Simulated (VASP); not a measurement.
# CaO (P6_3/mmc) in VASP: a series of runs

The runs below take CaO through single point, with r2SCAN.

Program: VASP 6.6.1. These are calculated values, not measurements. Logs are shortened: lines on timing, memory, paths and dates and some standing lists are left out, and cuts for length are marked.

## 1. The cell of the first run

The structure is hexagonal, space group P6_3/mmc (No. 194). The conventional cell has a = 4.020 Å, b = 4.020 Å, c = 4.817 Å, α = 90.00°, β = 90.00°, γ = 120.00°. Within 3.1 Å of Ca (site symmetry -6m2) lie 5 O at 2.32 to 2.41 Å. Within 3.1 Å of O (site symmetry -6m2) lie 5 Ca at 2.32 to 2.41 Å.

## 2. Single point, r2SCAN (16.86 Å³/atom)

POSCAR

```
CaO
1.0
    4.0204455412      0.0000000000      0.0000000000
   -2.0102227706      3.4818079732      0.0000000000
    0.0000000000      0.0000000000      4.8173471213
Ca O
2 2
Direct
    0.3333333333      0.6666666667      0.2500000000
    0.6666666667      0.3333333333      0.7500000000
    0.6666666667      0.3333333333      0.2500000000
    0.3333333333      0.6666666667      0.7500000000
```

INCAR.step1

```
PREC = Accurate
ENCUT = 520
ISMEAR = 0
SIGMA = 0.01
LREAL = F
LASPH = T
NELM = 80
NBANDS = 24
GGA = PE
ALGO = Normal
EDIFF = 1E-4
LWAVE = T
LCHARG = F
```

INCAR.step2

```
PREC = Accurate
ENCUT = 520
EDIFF = 1E-6
ISMEAR = 0
SIGMA = 0.01
LREAL = F
LASPH = T
NELM = 80
ALGO = Normal
ISIF = 2
LWAVE = F
LCHARG = F
METAGGA = R2SCAN
LMIXTAU = T
NBANDS = 24
ISTART = 1
```

KPOINTS

```
regular mesh
0
Gamma
  6 6 4
```

Potentials or basis: VASP PAW PBE potentials, release 64 (Ca_sv, O).

Launch:

```bash
$ cat potpaw_PBE.64/Ca_sv/POTCAR potpaw_PBE.64/O/POTCAR > POTCAR
$ cp INCAR.step1 INCAR
$ mpirun -np 1 vasp_std > vasp.out
$ cp INCAR.step2 INCAR
$ mpirun -np 1 vasp_std > vasp.out
```

OUTCAR:

```text
PREC = Accurate
   ENCUT = 520
   EDIFF = 1E-6
   ISMEAR = 0
   LREAL = F
   LASPH = T
   NELM = 80
   ISIF = 2
   METAGGA = R2SCAN
   ISTART = 1

 ion  position               nearest neighbor table
   1  0.333  0.667  0.250-   3 2.32   3 2.32   3 2.32   4 2.41   4 2.41
   2  0.667  0.333  0.750-   4 2.32   4 2.32   4 2.32   3 2.41   3 2.41
   3  0.667  0.333  0.250-   1 2.32   1 2.32   1 2.32   2 2.41   2 2.41
   4  0.333  0.667  0.750-   2 2.32   2 2.32   2 2.32   1 2.41   1 2.41

  LATTYP: Found a hexagonal cell.
 ALAT       =     4.0204455412
 C/A-ratio  =     1.1982122558

  Lattice vectors:

 A1 = (   4.0204455412,   0.0000000000,   0.0000000000)
 A2 = (  -2.0102227706,   3.4818079732,   0.0000000000)
 A3 = (   0.0000000000,   0.0000000000,   4.8173471213)

Analysis of symmetry for initial positions (statically):
=====================================================================
 Subroutine PRICEL returns:
 Original cell was already a primitive cell.

 Routine SETGRP: Setting up the symmetry group for a
 hexagonal supercell.

 Subroutine GETGRP returns: Found 24 space group operations
 (whereof 12 operations were pure point group operations)
 out of a pool of 24 trial point group operations.

The static configuration has the point symmetry D_3d.
 The point group associated with its full space group is D_6h.

Analysis of symmetry for dynamics (positions and initial velocities):
=====================================================================
 Subroutine PRICEL returns:
 Original cell was already a primitive cell.

 Routine SETGRP: Setting up the symmetry group for a
 hexagonal supercell.

 Subroutine GETGRP returns: Found 24 space group operations
 (whereof 12 operations were pure point group operations)
 out of a pool of 24 trial point group operations.

The dynamic configuration has the point symmetry D_3d.
 The point group associated with its full space group is D_6h.

 Subroutine INISYM returns: Found 24 space group operations
 (whereof 12 operations are pure point group operations),
 and found     1 'primitive' translations

----------------------------------------------------------------------------------------

                                     Primitive cell

  volume of cell :      67.4352

  direct lattice vectors                    reciprocal lattice vectors
     4.020445541  0.000000000  0.000000000     0.248728652  0.143603554  0.000000000
    -2.010222771  3.481807973  0.000000000     0.000000000  0.287207108  0.000000000
     0.000000000  0.000000000  4.817347121     0.000000000  0.000000000  0.207583131

  length of vectors
     4.020445541  4.020445541  4.817347121     0.287207108  0.287207108  0.207583131

  position of ions in fractional coordinates (direct lattice)
     0.333333333  0.666666667  0.250000000
     0.666666667  0.333333333  0.750000000
     0.666666667  0.333333333  0.250000000
     0.333333333  0.666666667  0.750000000

  ion indices of the primitive-cell ions
   primitive index   ion index
                 1           1
                 2           2
                 3           3
                 4           4

----------------------------------------------------------------------------------------

 KPOINTS: regular mesh

Automatic generation of k-mesh.
 Grid dimensions read from file:
 generate k-points for:    6    6    4

 Generating k-lattice:

  Cartesian coordinates                     Fractional coordinates (reciprocal lattice)
     0.041454775  0.023933926  0.000000000     0.166666667 -0.000000000  0.000000000
     0.000000000  0.047867851  0.000000000     0.000000000  0.166666667  0.000000000
     0.000000000  0.000000000  0.051895783     0.000000000  0.000000000  0.250000000

  Length of vectors
     0.047867851  0.047867851  0.051895783

  Shift w.r.t. Gamma in fractional coordinates (k-lattice)
     0.000000000  0.000000000  0.000000000

 Subroutine IBZKPT returns following result:
 ===========================================

 Found     21 irreducible k-points:

 Following reciprocal coordinates:
            Coordinates               Weight
  0.000000  0.000000  0.000000      1.000000
  0.166667  0.000000  0.000000      6.000000
  0.333333  0.000000  0.000000      6.000000
  0.500000  0.000000  0.000000      3.000000
  0.166667  0.166667  0.000000      6.000000
  0.333333  0.166667  0.000000     12.000000
[... 13 lines left out ...]
  0.333333  0.166667  0.500000     12.000000
  0.333333  0.333333  0.500000      2.000000
   k-points           NKPTS =     21   k-points in BZ     NKDIM =     21   number of bands    NBANDS=     24
   number of dos      NEDOS =    301   number of ions     NIONS =      4
   total plane-waves  NPLWV =  32400
   dimension x,y,z NGX =    30 NGY =   30 NGZ =   36
   dimension x,y,z NGXF=    60 NGYF=   60 NGZF=   72
   ions per type =               2   2
   NGX,Y,Z   is equivalent  to a cutoff of  12.41, 12.41, 12.42 a.u.
   NGXF,Y,Z  is equivalent  to a cutoff of  24.81, 24.81, 24.85 a.u.
 SYSTEM =  unknown system
   PREC   = accura    normal or accurate (medium, high low for compatibility)
   ISTART =      1    job   : 0-new  1-cont  2-samecut
   ICHARG =      0    charge: 1-file 2-atom 10-const
   ISPIN  =      1    spin polarized calculation?
   LNONCOLLINEAR =      F non collinear calculations
   LSORBIT =      F    spin-orbit coupling
   LASPH  =      T    aspherical Exc in radial PAW
   ENCUT  =  520.0 eV  38.22 Ry    6.18 a.u.   7.48  7.48  8.96*2*pi/ulx,y,z
   NELM   =     80;   NELMIN=  2; NELMDL=  0     # of ELM steps
   EDIFF  = 0.1E-05   stopping-criterion for ELM
   LREAL  =      F    real-space projection
[... 7 lines left out ...]
   TEBEG  =    0.0;   TEEND  =   0.0 temperature during run
   PSTRESS=    0.0 pullay stress
   NELECT =      32.0000    total number of electrons
   NUPDOWN=      -1.0000    fix difference up-down
   EMIN   =  10.00;   EMAX   =-10.00  energy-range for DOS
   EFERMI =   0.00;   METHOD = LEGACY
   ISMEAR =     0;   SIGMA  =   0.01  broadening in eV -4-tet -1-fermi 0-gaus
   EFERMI_NEDOS =   21; number of points for ismear=-14 and -15
   IALGO  =     38    algorithm
   IMIX   =      4    mixing-type and parameters
     AMIX     =   0.40;   BMIX     =  1.00
     AMIX_MAG =   1.60;   BMIX_MAG =  1.00
  volume/ion in A,a.u.               =      16.86       113.77
  Fermi-wavevector in a.u.,A,eV,Ry     =   1.276917  2.413022 22.184515  1.630516
  Thomas-Fermi vector in A             =   2.409546
   LORBIT       =      0    0 simple, 1 ext, 2 COOP (PROOUT), +10 PAW based schemes
   METAGGA = R2SCAN    functional components
   LHFCALC =     F    Hartree Fock is set to
   AEXX    =    0.0000 exact exchange contribution
   IVDW    =     0    specifies the selected vdW correction
   LEPSILON=     F    determine dielectric tensor
   LRPA    =     F    only Hartree local field effects (RPA)
 non-spin polarized calculation
 Gauss-broadening in eV      SIGMA  =   0.01
  energy-cutoff  :      520.00
  volume of cell :       67.44
 maximum number of plane-waves:      1847
 NGX is ok and might be reduce to    30
   NGX = 15   NGY = 15   NGZ = 17

 number of electron      32.0000002 magnetization

 Free energy of the ion-electron system (eV)
  ---------------------------------------------------
  ext. energy  EPLUGINS =         0.00000000
  ---------------------------------------------------
  free energy    TOTEN  =       -38.48367293 eV

  energy without entropy =      -38.48367293  energy(sigma->0) =      -38.48367293

 E-fermi :   1.0594     XC(G=0):  -9.8568

 val. band max:        0.9042518333   @ k =   0.0000   0.0000   0.0000
 cond. band min:       4.4105795057   @ k =   0.0000   0.0000   0.0000
 fundamental gap:      3.5063276724
 Fermi energy:         1.0594352542

 k-point     1 :       0.0000    0.0000    0.0000
  band No.  band energies     occupation
      1     -38.2518      2.00000
      2     -38.1341      2.00000
      3     -18.6843      2.00000
      4     -18.4622      2.00000
      5     -18.4622      2.00000
      6     -18.2810      2.00000
[... 16 lines left out ...]
     23       9.8871      0.00000
     24       9.9982      0.00000

 k-point     2 :       0.1667    0.0000    0.0000
  band No.  band energies     occupation
      1     -38.2419      2.00000
      2     -38.1381      2.00000
      3     -18.6504      2.00000
      4     -18.5804      2.00000
      5     -18.4831      2.00000
      6     -18.4228      2.00000
[... 16 lines left out ...]
     23       9.5063      0.00000
     24       9.8143      0.00000

 k-point     3 :       0.3333    0.0000    0.0000
  band No.  band energies     occupation
      1     -38.2180      2.00000
      2     -38.1501      2.00000
      3     -18.7946      2.00000
      4     -18.6638      2.00000
      5     -18.5645      2.00000
      6     -18.5215      2.00000
[... 16 lines left out ...]
     23       9.6560      0.00000
     24       9.8864      0.00000

 k-point     4 :       0.5000    0.0000    0.0000
  band No.  band energies     occupation
      1     -38.2006      2.00000
      2     -38.1615      2.00000
      3     -18.8934      2.00000
      4     -18.7687      2.00000
      5     -18.5396      2.00000
      6     -18.4970      2.00000
[... 16 lines left out ...]
     23       9.9317      0.00000
     24      10.0367      0.00000

 k-point     5 :       0.1667    0.1667    0.0000
  band No.  band energies     occupation
      1     -38.2248      2.00000
      2     -38.1463      2.00000
      3     -18.7238      2.00000
      4     -18.6242      2.00000
      5     -18.5896      2.00000
      6     -18.5108      2.00000
[... 370 lines left out ...]
 k-point    19 :       0.1667    0.1667    0.5000
  band No.  band energies     occupation
      1     -38.1846      2.00000
      2     -38.1846      2.00000
      3     -18.9989      2.00000
      4     -18.9989      2.00000
      5     -18.4051      2.00000
      6     -18.4051      2.00000
[... 16 lines left out ...]
     23       9.6336      0.00000
     24       9.6336      0.00000

 k-point    20 :       0.3333    0.1667    0.5000
  band No.  band energies     occupation
      1     -38.1800      2.00000
      2     -38.1800      2.00000
      3     -19.1430      2.00000
      4     -19.1430      2.00000
      5     -18.4339      2.00000
      6     -18.4339      2.00000
[... 16 lines left out ...]
     23      10.0158      0.00000
     24      10.0158      0.00000

 k-point    21 :       0.3333    0.3333    0.5000
  band No.  band energies     occupation
      1     -38.1785      2.00000
      2     -38.1785      2.00000
      3     -19.1776      2.00000
      4     -19.1776      2.00000
      5     -18.4616      2.00000
      6     -18.4616      2.00000
[... 16 lines left out ...]
     23      10.0210      0.00000
     24      10.0210      0.00000

------------------------ aborting loop because EDIFF is reached ----------------------------------------

  FORCE on cell =-STRESS in cart. coord.  units (eV):
  Direction    XX          YY          ZZ          XY          YZ          ZX
  --------------------------------------------------------------------------------------
  -------------------------------------------------------------------------------------
  Total       -0.6817304     -0.6817304     -0.8489926      0.0000000      0.0000000      0.0000000
  in kB      -16.1970641    -16.1970641    -20.1710050      0.0000000      0.0000000      0.0000000
  external PRESSURE =     -17.5217111 kB  Pullay stress =       0.0000000 kB

 VOLUME and BASIS-vectors are now :
 -----------------------------------------------------------------------------
  energy-cutoff  :      520.00
  volume of cell :       67.44
      direct lattice vectors                 reciprocal lattice vectors
     4.020445541  0.000000000  0.000000000     0.248728652  0.143603554  0.000000000
    -2.010222771  3.481807973  0.000000000     0.000000000  0.287207108  0.000000000
     0.000000000  0.000000000  4.817347121     0.000000000  0.000000000  0.207583131

 POSITION                                       TOTAL-FORCE (eV/Angst)
 -----------------------------------------------------------------------------------
     -0.00000      2.32121      1.20434         0.000000      0.000000     -0.000000
      2.01022      1.16060      3.61301        -0.000000     -0.000000     -0.000000
      2.01022      1.16060      1.20434         0.000000      0.000000      0.000000
     -0.00000      2.32121      3.61301        -0.000000      0.000000      0.000000
 -----------------------------------------------------------------------------------
    total drift:                               -0.000000     -0.000000     -0.000000

  FREE ENERGIE OF THE ION-ELECTRON SYSTEM (eV)
  ---------------------------------------------------
  free  energy   TOTEN  =       -38.4836729290 eV

  energy  without entropy=      -38.4836729290  energy(sigma->0) =      -38.48367293
```

Wall time 60 s (1 thread of Intel Xeon 6975P-C (Granite Rapids), shared host); peak memory 0.19 GiB.

What came out:

- Free energy: -38.4837 eV
- Pressure: -1.8 GPa
- Band gap on the k mesh: 3.51 eV

Caveat: the PAW data sets were made with another functional, which shifts forces and pressure a little.

## 3. Single point, r2SCAN (17.35 Å³/atom)

This run uses another cell than the first one, of 17.35 Å³/atom.

POSCAR

```
CaO
1.0
    4.0591060431      0.0000000000      0.0000000000
   -2.0295530215      3.5152889499      0.0000000000
    0.0000000000      0.0000000000      4.8636706084
Ca O
2 2
Direct
    0.3333333333      0.6666666667      0.2500000000
    0.6666666667      0.3333333333      0.7500000000
    0.6666666667      0.3333333333      0.2500000000
    0.3333333333      0.6666666667      0.7500000000
```

INCAR.step1

```
SYSTEM = CaO
PREC = Accurate
ENCUT = 520
ISMEAR = 0
SIGMA = 0.01
LREAL = .FALSE.
LASPH = .TRUE.
NELM = 60
NBANDS = 24
GGA = PE
ALGO = Normal
EDIFF = 1E-4
LWAVE = .TRUE.
LCHARG = .FALSE.
```

INCAR.step2

```
SYSTEM = CaO
PREC = Accurate
ENCUT = 520
EDIFF = 1E-7
ISMEAR = 0
SIGMA = 0.01
LREAL = .FALSE.
LASPH = .TRUE.
NELM = 60
ALGO = Normal
ISIF = 2
LWAVE = .FALSE.
LCHARG = .TRUE.
METAGGA = R2SCAN
LMIXTAU = .TRUE.
LELF = .TRUE.
LVHAR = .TRUE.
NBANDS = 24
ISTART = 1
```

KPOINTS

```
Automatic mesh
0
G
  6 6 4
  0 0 0
```

Potentials or basis: VASP PAW PBE potentials, release 64 (Ca_sv, O).

Launch:

```bash
$ cat potpaw_PBE.64/Ca_sv/POTCAR potpaw_PBE.64/O/POTCAR > POTCAR
$ cp INCAR.step1 INCAR
$ mpirun -np 1 vasp_std > vasp.out
$ cp INCAR.step2 INCAR
$ mpirun -np 1 vasp_std > vasp.out
```

Wall time 62 s (1 thread of Intel Xeon 6975P-C (Granite Rapids), shared host); peak memory 0.19 GiB.

Results (log left out):

```
Free energy            : -38.4493 eV
Pressure               : -4.1 GPa
Band gap on the k mesh : 3.41 eV
```

Stress tensor (GPa, compression positive):
```
-3.87  0.00  0.00
 0.00 -3.87  0.00
 0.00  0.00 -4.54
```

Levels at points of the mesh, in eV from the valence-band top:
```csv
k point,band 14,band 15,band 16,band 17,band 18,band 19
"(0.00, 0.00, 0.00)",-1.06,-1.06,0.00,3.41,6.66,6.66
"(0.50, 0.00, 0.00)",-0.83,-0.56,-0.36,5.02,5.69,5.78
"(0.00, 0.00, 0.50)",-1.19,-1.19,-1.19,5.22,5.22,8.21
"(0.50, 0.00, 0.50)",-0.98,-0.73,-0.73,5.69,5.69,7.77
```

Caveat: the cell stands under tension; the PAW data sets were made with another functional, which shifts forces and pressure a little.
